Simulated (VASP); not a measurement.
TiW3C4, 8 atoms in the cell. Symmetry: Pm-3m, No. 221, cubic system. The conventional cell has a = 4.898 Å, b = 4.898 Å, c = 4.898 Å, α = 90.00°, β = 90.00°, γ = 90.00°. Within 3.2 Å of Ti (site symmetry m-3m) lie 6 C at 2.45 Å. W (site symmetry 4/mmm) has 6 C at 2.45 Å within 3.2 Å. Within 3.2 Å of C (site symmetry 4/mmm) lie 2 Ti at 2.45 Å and 4 W at 2.45 Å. C (site symmetry m-3m) has 6 W at 2.45 Å within 3.2 Å. 

- Program: VASP 6.6.1
- Task: relaxation of cell and atoms
- Functional: PBE
- Potentials or basis: VASP PAW PBE potentials, release 64 (Ti_sv, W_sv, C)
- Cutoff: 600 eV
- k mesh: 4 × 4 × 4
- Occupations: gaussian, width 0.1 eV
- Spin: no spin polarisation
- Dipole correction: no
- Further INCAR settings: ALGO = Normal; EDIFF = 1e-06; IBRION = 2; EDIFFG = -0.04; NSW = 90; ISIF = 3

Potentials or basis: VASP PAW PBE potentials, release 64 (Ti_sv, W_sv, C).

The run is started by

```sh
$ cat potpaw_PBE.64/Ti_sv/POTCAR potpaw_PBE.64/W_sv/POTCAR potpaw_PBE.64/C/POTCAR > POTCAR
$ mpirun -np 1 vasp_std > vasp.out
```

Hardware: 1 thread of AMD EPYC 7R13 Processor (Zen 3) (shared host).

Task: How long does it take, and how much memory?

Result: It took 8.3 min on 1 thread of AMD EPYC 7R13 Processor (Zen 3), on a shared host, peak memory 0.25 GiB. Counts: scf iterations 84, k points 10, ion steps 5.
